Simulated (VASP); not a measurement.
# SiC in VASP: notebook

SiC is run at these levels: PBEsol; tasks: single point.

Everything below comes from runs of VASP 6.6.1. Logs are shortened: lines on timing, memory, paths and dates and some standing lists are left out, and cuts for length are marked.

## (1) The cell of the first run

The typed cell holds 4 atoms: a = 3.076 Å, b = 3.063 Å, c = 5.048 Å, α = 89.79°, β = 89.43°, γ = 119.57°.

## (2) Single point, PBEsol (equal xy, yz and zx shear strains of +1 %)

The input, INCAR:

```
SYSTEM = SiC
PREC = Accurate
ENCUT = 520
EDIFF = 1E-6
ISMEAR = -1
SIGMA = 0.08
LREAL = .False.
LASPH = .True.
NELM = 80
ALGO = Normal
ISIF = 2
LWAVE = .False.
LCHARG = .False.
GGA = PS
NBANDS = 16
```

The input, KPOINTS:

```
regular mesh
0
Gamma
  15 15 8
  0 0 0
```

The input, POSCAR:

```
SiC
1.0
    3.0759982064      0.0153799910      0.0153799910
   -1.5246796403      2.6562025933      0.0056294674
    0.0252400000      0.0252400000      5.0480000000
Si C
2 2
Direct
    0.3333333333      0.6666666667      0.0000000000
    0.6666666667      0.3333333333      0.5000000000
    0.3333333333      0.6666666667      0.3850000000
    0.6666666667      0.3333333333      0.8850000000
```

Potentials or basis: VASP PAW PBE potentials, release 64 (Si, C).

The run is started by

```
$ cat potpaw_PBE.64/Si/POTCAR potpaw_PBE.64/C/POTCAR > POTCAR
$ mpirun -np 1 vasp_std > vasp.out
```

OUTCAR:

```text
SYSTEM = SiC
   PREC = Accurate
   ENCUT = 520
   EDIFF = 1E-6
   ISMEAR = -1
   LREAL = .False.
   LASPH = .True.
   NELM = 80
   ISIF = 2
   GGA = PS

 ion  position               nearest neighbor table
   1  0.333  0.667  0.000-   4 1.86   4 1.86   4 1.88   3 1.94   2 3.07   2 3.07   2 3.08   2 3.09
                             2 3.10   2 3.11
   2  0.667  0.333  0.500-   3 1.86   3 1.87   3 1.87   4 1.94   1 3.07   1 3.07   1 3.08   1 3.09
                             1 3.10   1 3.11
   3  0.333  0.667  0.385-   2 1.86   2 1.87   2 1.87   1 1.94
   4  0.667  0.333  0.885-   1 1.86   1 1.86   1 1.88   2 1.94

  LATTYP: Found a triclinic cell.
 ALAT       =     3.0893986786
 B/A-ratio  =     0.9913558883
 C/A-ratio  =     1.6340157822
 COS(alpha) =     0.0036852528
 COS(beta)  =     0.0136346634
 COS(gamma) =     0.5000188431

  Lattice vectors:

 A1 = (   1.5513185661,   2.6715825843,   0.0210094584)
 A2 = (  -1.5246796403,   2.6562025933,   0.0056294674)
 A3 = (   0.0252400000,   0.0252400000,   5.0480000000)

Analysis of symmetry for initial positions (statically):
=====================================================================
 Subroutine PRICEL returns:
 Original cell was already a primitive cell.

 Routine SETGRP: Setting up the symmetry group for a
 triclinic supercell.

 Subroutine GETGRP returns: Found  1 space group operations
 (whereof  1 operations were pure point group operations)
 out of a pool of  2 trial point group operations.

The static configuration has the point symmetry C_1 .

Analysis of symmetry for dynamics (positions and initial velocities):
=====================================================================
 Subroutine PRICEL returns:
 Original cell was already a primitive cell.

 Routine SETGRP: Setting up the symmetry group for a
 triclinic supercell.

 Subroutine GETGRP returns: Found  1 space group operations
 (whereof  1 operations were pure point group operations)
 out of a pool of  2 trial point group operations.

The dynamic configuration has the point symmetry C_1 .

 Subroutine INISYM returns: Found  1 space group operations
 (whereof  1 operations are pure point group operations),
 and found     1 'primitive' translations

----------------------------------------------------------------------------------------

                                     Primitive cell
[... 94 lines left out ...]
   NELM   =     80;   NELMIN=  2; NELMDL= -5     # of ELM steps
   EDIFF  = 0.1E-05   stopping-criterion for ELM
   LREAL  =      F    real-space projection
   EDIFFG = 0.1E-04   stopping-criterion for IOM
   NSW    =      0    number of steps for IOM
   IBRION =     -1    ionic relax: 0-MD 1-quasi-New 2-CG
   NFREE  =      0    steps in history (QN), initial steepest desc. (CG)
   ISIF   =      2    stress and relaxation
   ISYM   =      2    0-nonsym 1-usesym 2-fastsym
   POTIM  = 0.5000    time-step for ionic-motion
   TEBEG  =    0.0;   TEEND  =   0.0 temperature during run
   PSTRESS=    0.0 pullay stress
   NELECT =      16.0000    total number of electrons
   NUPDOWN=      -1.0000    fix difference up-down
   EMIN   =  10.00;   EMAX   =-10.00  energy-range for DOS
   EFERMI =   0.00;   METHOD = LEGACY
   ISMEAR =    -1;   SIGMA  =   0.08  broadening in eV -4-tet -1-fermi 0-gaus
   EFERMI_NEDOS =   21; number of points for ismear=-14 and -15
   IALGO  =     38    algorithm
   IMIX   =      4    mixing-type and parameters
     AMIX     =   0.40;   BMIX     =  1.00
     AMIX_MAG =   1.60;   BMIX_MAG =  1.00
  volume/ion in A,a.u.               =      10.34        69.78
  Fermi-wavevector in a.u.,A,eV,Ry     =   1.192848  2.254155 19.359529  1.422885
  Thomas-Fermi vector in A             =   2.328876
   LORBIT       =      0    0 simple, 1 ext, 2 COOP (PROOUT), +10 PAW based schemes
   GGA     = PS    functional components
   LHFCALC =     F    Hartree Fock is set to
   AEXX    =    0.0000 exact exchange contribution
   IVDW    =     0    specifies the selected vdW correction
   LEPSILON=     F    determine dielectric tensor
   LRPA    =     F    only Hartree local field effects (RPA)
 non-spin polarized calculation
  energy-cutoff  :      520.00
  volume of cell :       41.36
 maximum number of plane-waves:      1126
   NGX = 11   NGY = 11   NGZ = 19

 number of electron      16.0000000 magnetization

 Free energy of the ion-electron system (eV)
  ---------------------------------------------------
  ext. energy  EPLUGINS =         0.00000000
  ---------------------------------------------------
  free energy    TOTEN  =       -31.77866321 eV

  energy without entropy =      -31.77866320  energy(sigma->0) =      -31.77866320

 E-fermi :   9.4655     XC(G=0): -11.4981

 val. band max:        8.3640735536   @ k =   0.0000   0.0000   0.0000
 cond. band min:      10.5183396594   @ k =   0.3333   0.3333   0.0000
 fundamental gap:      2.1542661058
 Fermi energy:         9.4655211078

 k-point     1 :       0.0000    0.0000    0.0000
  band No.  band energies     occupation
      1      -7.3865      2.00000
      2      -3.8460      2.00000
      3      -0.4016      2.00000
      4       6.7644      2.00000
      5       6.8325      2.00000
      6       8.0464      2.00000
[... 433 lines left out ...]
      3      -0.1140      2.00000
      4       5.2667      2.00000
      5       6.3150      2.00000
      6       7.0172      2.00000
[... 8 lines left out ...]
     15      17.7119      0.00000
     16      17.9048      0.00000

 [... further k-points ...]

------------------------ aborting loop because EDIFF is reached ----------------------------------------

  FORCE on cell =-STRESS in cart. coord.  units (eV):
  Direction    XX          YY          ZZ          XY          YZ          ZX
  --------------------------------------------------------------------------------------
  -------------------------------------------------------------------------------------
  Total        0.5943099      0.5956051     -0.6882879     -0.6301981     -0.4299649     -0.4301002
  in kB       23.0215144     23.0716865    -26.6618966    -24.4116986    -16.6553549    -16.6605970
  external PRESSURE =       6.4771015 kB  Pullay stress =       0.0000000 kB

 VOLUME and BASIS-vectors are now :
 -----------------------------------------------------------------------------
  energy-cutoff  :      520.00
  volume of cell :       41.36
      direct lattice vectors                 reciprocal lattice vectors
     3.075998206  0.015379991  0.015379991     0.324180040  0.186087112 -0.002551336
    -1.524679640  2.656202593  0.005629467    -0.001867707  0.375409188 -0.001867707
     0.025240000  0.025240000  5.048000000    -0.000985612 -0.000985612  0.198108113

 POSITION                                       TOTAL-FORCE (eV/Angst)
 -----------------------------------------------------------------------------------
      0.00888      1.77593      0.00888        -0.151522     -0.057401      0.755262
      1.55506      0.90827      2.53613         0.032247     -0.061711      0.751311
      0.01860      1.78565      1.95236        -0.048883      0.061648     -0.750890
      1.56478      0.91799      4.47961         0.168158      0.057463     -0.755682
 -----------------------------------------------------------------------------------
    total drift:                                0.000119      0.000093     -0.000105

  FREE ENERGIE OF THE ION-ELECTRON SYSTEM (eV)
  ---------------------------------------------------
  free  energy   TOTEN  =       -31.7786632131 eV

  energy  without entropy=      -31.7786631957  energy(sigma->0) =      -31.77866320
```

OSZICAR:

```text
N       E                     dE             d eps       ncg     rms          rms(c)
DAV:   1     0.232292656317E+02    0.23229E+02   -0.71304E+03 28840   0.895E+02
DAV:   2    -0.329071060830E+02   -0.56136E+02   -0.51186E+02 40656   0.157E+02
DAV:   3    -0.353898241261E+02   -0.24827E+01   -0.24729E+01 38528   0.303E+01
DAV:   4    -0.354078026933E+02   -0.17979E-01   -0.17976E-01 35192   0.317E+00
DAV:   5    -0.354079759269E+02   -0.17323E-03   -0.17323E-03 38232   0.295E-01    0.124E+01
DAV:   6    -0.319142463564E+02    0.34937E+01   -0.60065E+00 36736   0.150E+01    0.570E+00
DAV:   7    -0.318107272014E+02    0.10352E+00   -0.10466E+00 41920   0.597E+00    0.242E+00
DAV:   8    -0.317819896579E+02    0.28738E-01   -0.54214E-02 33512   0.142E+00    0.587E-01
DAV:   9    -0.317785082335E+02    0.34814E-02   -0.69269E-03 37528   0.559E-01    0.113E-01
DAV:  10    -0.317786560109E+02   -0.14778E-03   -0.69405E-04 34920   0.157E-01    0.533E-02
DAV:  11    -0.317786631635E+02   -0.71526E-05   -0.36283E-05 36640   0.443E-02    0.114E-02
DAV:  12    -0.317786632131E+02   -0.49559E-07   -0.33860E-06 36456   0.119E-02
   1 F= -.31778663E+02 E0= -.31778663E+02  d E =-.173710E-07
```

Run time: 3.3 min. Hardware: 1 thread of AMD EPYC 9R45 (Zen 5), shared host; peak memory 0.52 GiB.

What came out:

```yaml
Free_energy: -31.7787 eV
Pressure: 0.6 GPa
Largest_force: 0.776 eV/Å
Band_gap_on_the_k_mesh: 2.15 eV (least direct gap 3.92 eV)
```

Forces on the atoms (eV/Å):
```
Si  -0.152 -0.057  0.755
Si   0.032 -0.062  0.751
C   -0.049  0.062 -0.751
C    0.168  0.057 -0.756
```

Stress tensor (GPa, compression positive):
```
 2.30 -2.44 -1.67
-2.44  2.31 -1.67
-1.67 -1.67 -2.67
```

Levels at points of the mesh, in eV from the valence-band top:
```tsv
k point	band 4	band 5	band 6	band 7	band 8	band 9	band 10	band 11	band 12	band 13
(0.00, 0.00, 0.00)	-1.60	-1.53	-0.32	-0.25	0.00	4.55	5.95	6.36	6.51	7.47
(0.00, 0.00, 0.50)	-4.49	-1.04	-1.00	-0.94	-0.90	5.62	5.64	6.97	7.03	7.16
```

Caveat: the cell differs from its parent crystal (equal xy, yz and zx shear strains of +1 %); the PAW data sets were made with another functional, which shifts forces and pressure a little; an odd mesh through Γ misses points on the zone boundary, where band edges can lie.

## (3) Single point, PBEsol (equal xy, yz and zx shear strains of +2 %)

The input, INCAR:

```
SYSTEM = SiC
  PREC = Accurate
  ENCUT = 520
  EDIFF = 1E-7
  ISMEAR = -1
  SIGMA = 0.08
  LREAL = .FALSE.
  LASPH = .TRUE.
  NELM = 100
  ALGO = Normal
  ISIF = 2
  LWAVE = .FALSE.
  LCHARG = .FALSE.
  GGA = PS
  NBANDS = 16
```

The input, KPOINTS:

```
Automatic mesh
0
G
  15 15 8
  0 0 0
```

The input, POSCAR:

```
SiC
1.0
    3.0759982064      0.0307599821      0.0307599821
   -1.5113601773      2.6485125978      0.0112589349
    0.0504800000      0.0504800000      5.0480000000
Si C
2 2
Direct
    0.3333333333      0.6666666667      0.0000000000
    0.6666666667      0.3333333333      0.5000000000
    0.3333333333      0.6666666667      0.3850000000
    0.6666666667      0.3333333333      0.8850000000
```

Potentials or basis: VASP PAW PBE potentials, release 64 (Si, C).

The run is started by

```
$ cat potpaw_PBE.64/Si/POTCAR potpaw_PBE.64/C/POTCAR > POTCAR
$ mpirun -np 1 vasp_std > vasp.out
```

It took 3.9 min on 1 thread of AMD EPYC 9R45 (Zen 5), shared host; peak memory 0.52 GiB.

Results (log left out):

| Item | Value |
| --- | --- |
| Free energy | -31.7564 eV |
| Pressure | 0.8 GPa |
| Largest force | 0.841 eV/Å |
| Band gap on the k mesh | 2.14 eV (least direct gap 3.88 eV) |

Forces in eV/Å, atoms in the order of the input:
```
Si  -0.293 -0.106  0.767
Si   0.064 -0.122  0.752
C   -0.095  0.122 -0.750
C    0.324  0.106 -0.769
```

Stress tensor (GPa, compression positive):
```
 2.43 -4.89 -3.34
-4.89  2.45 -3.34
-3.34 -3.34 -2.60
```

Levels at points of the mesh, in eV from the valence-band top:
| k point | band 4 | band 5 | band 6 | band 7 | band 8 | band 9 | band 10 | band 11 | band 12 | band 13 |
| --- | --- | --- | --- | --- | --- | --- | --- | --- | --- | --- |
| (0.00, 0.00, 0.00) | -1.66 | -1.52 | -0.39 | -0.23 | 0.00 | 4.51 | 5.89 | 6.30 | 6.58 | 7.42 |
| (0.00, 0.00, 0.50) | -4.51 | -1.13 | -1.05 | -0.94 | -0.85 | 5.54 | 5.60 | 6.85 | 6.96 | 7.22 |

Caveat: the cell differs from its parent crystal (equal xy, yz and zx shear strains of +2 %); the PAW data sets were made with another functional, which shifts forces and pressure a little; an odd mesh through Γ misses points on the zone boundary, where band edges can lie.

## (4) Single point, PBEsol (9.93 Å³/atom)

This run uses another cell than the first one, of 9.93 Å³/atom.

The input, INCAR:

```
SYSTEM = SiC
PREC     = Accurate       ! precision mode
ENCUT    = 520            ! plane-wave cutoff, eV
EDIFF    = 1E-6           ! SCF threshold, eV
ISMEAR   = -1             ! smearing method
SIGMA    = 0.08           ! smearing width, eV
LREAL    = .FALSE.        ! projectors in reciprocal space
LASPH    = .TRUE.         ! aspherical terms in the spheres
NELM     = 100            ! most SCF steps
ALGO     = Normal         ! electronic algorithm
ISIF     = 2              ! what is computed and relaxed
LWAVE    = .FALSE.        ! write WAVECAR
LCHARG   = .TRUE.         ! write CHGCAR
GGA      = PS             ! functional
LELF     = .TRUE.         ! ELF
LVHAR    = .TRUE.       
NBANDS   = 16             ! bands
```

KPOINTS is that of step 3.

The input, POSCAR:

```
SiC
1.0
    3.0344255669      0.0000000000      0.0000000000
   -1.5172127834      2.6278896269      0.0000000000
    0.0000000000      0.0000000000      4.9797754205
Si C
2 2
Direct
    0.3333333333      0.6666666667      0.0000000000
    0.6666666667      0.3333333333      0.5000000000
    0.3333333333      0.6666666667      0.3850000000
    0.6666666667      0.3333333333      0.8850000000
```

The run is started by

```
$ cat potpaw_PBE.64/Si/POTCAR potpaw_PBE.64/C/POTCAR > POTCAR
$ mpirun -np 1 vasp_std > vasp.out
```

Wall time 88 s (1 thread of Intel Xeon 8259CL, shared host); peak memory 0.2 GiB.

Results (log left out):

| Quantity | Value |
| --- | --- |
| Free energy | -31.7299 eV |
| Pressure | 10.5 GPa |
| Largest force | 0.818 eV/Å |
| Band gap on the k mesh | 2.08 eV (least direct gap 4.05 eV) |

Forces in eV/Å, atoms in the order of the input:
```
Si   0.000  0.000  0.818
Si   0.000  0.000  0.818
C    0.000  0.000 -0.818
C    0.000  0.000 -0.818
```

Stress tensor (GPa, compression positive):
```
12.75  0.00  0.00
 0.00 12.75  0.00
 0.00  0.00  5.99
```

Levels at points of the mesh, in eV from the valence-band top:
```
           k point  band 5  band 6  band 7  band 8  band 9  band 10  band 11  band 12
(0.00, 0.00, 0.00)   -1.58   -0.27   -0.27    0.00    4.93     6.39     6.68     6.68
(0.00, 0.00, 0.50)   -0.97   -0.97   -0.97   -0.97    6.01     6.01     7.32     7.32
```

Caveat: the cell stands under pressure; the PAW data sets were made with another functional, which shifts forces and pressure a little; an odd mesh through Γ misses points on the zone boundary, where band edges can lie.

(Part 1 of 2 ends here.)
